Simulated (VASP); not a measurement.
## TiO2: single point with PBE

TiO2:

```
Ti O
1.0
     4.86010    0.00000    0.00000
     0.00000    4.86010    0.00000
     0.00000    0.00000    3.20100
Ti O
2 4
Direct
  0.00000 0.00000 0.00000
  0.50000 0.50000 0.50000
  0.30510 0.30510 0.00000
  0.19490 0.80510 0.50000
  0.69490 0.69490 0.00000
  0.80510 0.19490 0.50000
```

* Program: VASP 6.6.1
* Task: single point
* Functional: PBE
* Potentials or basis: VASP PAW PBE potentials, release 64 (Ti_sv, O)
* Cutoff: 520 eV
* k mesh: 6 × 6 × 10
* Occupations: gaussian, width 0.05 eV
* Spin: no spin polarisation
* Dipole correction: no
* Further INCAR settings: ALGO = Normal; EDIFF = 1e-07; NBANDS = 33

```yaml
Pressure: -26.8 GPa
Largest_force: 0.488 eV/Å
Band_gap_on_the_k_mesh: 1.38 eV
```

Forces in eV/Å, atoms in the order of the input:
```
Ti   0.000  0.000  0.000
Ti   0.000  0.000  0.000
O    0.345  0.345  0.000
O   -0.345  0.345  0.000
O   -0.345 -0.345  0.000
O    0.345 -0.345  0.000
```

Stress tensor (GPa, compression positive):
```
-22.75   0.00   0.00
  0.00 -22.75   0.00
  0.00   0.00 -34.90
```

Levels at points of the mesh, in eV from the valence-band top:
| k point | band 20 | band 21 | band 22 | band 23 | band 24 | band 25 | band 26 | band 27 | band 28 | band 29 |
| --- | --- | --- | --- | --- | --- | --- | --- | --- | --- | --- |
| (0.00, 0.00, 0.00) | -1.95 | -0.79 | -0.42 | -0.42 | 0.00 | 1.38 | 1.61 | 1.71 | 1.78 | 1.78 |
| (0.50, 0.00, 0.00) | -2.56 | -1.59 | -1.59 | -0.60 | -0.60 | 1.85 | 1.85 | 2.17 | 2.17 | 2.60 |
| (0.50, 0.50, 0.00) | -1.68 | -1.34 | -1.34 | -1.00 | -1.00 | 1.40 | 1.40 | 1.80 | 1.80 | 2.79 |
| (0.00, 0.00, 0.50) | -2.41 | -1.84 | -1.84 | -1.26 | -1.26 | 2.16 | 2.16 | 2.21 | 2.21 | 2.76 |
| (0.50, 0.00, 0.50) | -2.17 | -1.70 | -1.70 | -0.82 | -0.82 | 1.43 | 1.43 | 2.18 | 2.18 | 2.91 |
| (0.50, 0.50, 0.50) | -2.38 | -1.02 | -1.02 | -0.65 | -0.65 | 1.95 | 1.95 | 2.19 | 2.19 | 2.43 |

It took 76 s on 1 thread of Intel(R) Xeon(R) 6975P-C (Granite Rapids), with other jobs on the host, peak memory 0.25 GiB.

Caveat: the cell stands under tension. A k mesh can miss the band edges.
